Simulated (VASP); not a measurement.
Input of a VASP 6.6.1 run:

INCAR

```
SYSTEM = Nd2H3
PREC = Accurate
ENCUT = 500
EDIFF = 1E-6
ISMEAR = 0
SIGMA = 0.1
LREAL = .FALSE.
LASPH = .TRUE.
NELM = 200
ALGO = Normal
ISIF = 2
LWAVE = .FALSE.
LCHARG = .TRUE.
GGA = PE
LELF = .TRUE.
LVHAR = .TRUE.
NBANDS = 20
GGA_COMPAT = .FALSE.
LMAXMIX = 6
```

KPOINTS

```
Automatic mesh
0
G
  6 6 4
  0 0 0
```

File POSCAR:

```
Nd2H3
1.0
    4.9412386427     -0.0000000031      0.0000000000
   -2.4706193186      4.2792381923      0.0000000000
    0.0000000000      0.0000000000      4.0146974690
Nd H
2 3
Direct
    0.3333333333      0.6666666667      0.8536848533
    0.6666666667      0.3333333333      0.3536776635
    0.8211247120      0.1788752880      0.8535853077
    0.8211247120      0.6422494240      0.8535853077
    0.3577505760      0.1788752880      0.8535853077
```

Potentials or basis: VASP PAW PBE potentials, release 64 (Nd_3, H), 4f in core.

The run is started by

```bash
$ cat potpaw_PBE.64/Nd_3/POTCAR potpaw_PBE.64/H/POTCAR > POTCAR
$ mpirun -np 1 vasp_std > vasp.out
```

Task: Predict the largest force.

Result: 0.018 eV/Å.

Task: Predict the band gap on the k mesh.

Result: Zero (an odd number of electrons rules out a gap without spin polarisation).

Task: Estimate the pressure.

Result: 0.0 GPa.

Stress tensor (GPa, compression positive):
```
-0.13  0.00  0.00
 0.00 -0.13  0.00
 0.00  0.00  0.17
```

Caveat: the k points lie up to 0.39 Å⁻¹ apart, too coarse for converged energies and pressures of a metal; spin-orbit coupling is left out, which moves the levels of the heavy elements; the 4f electrons are frozen in the core, so they carry no moment and show no levels. Spin polarisation is off, so any magnetic state and its effect on volume and gap are missing.
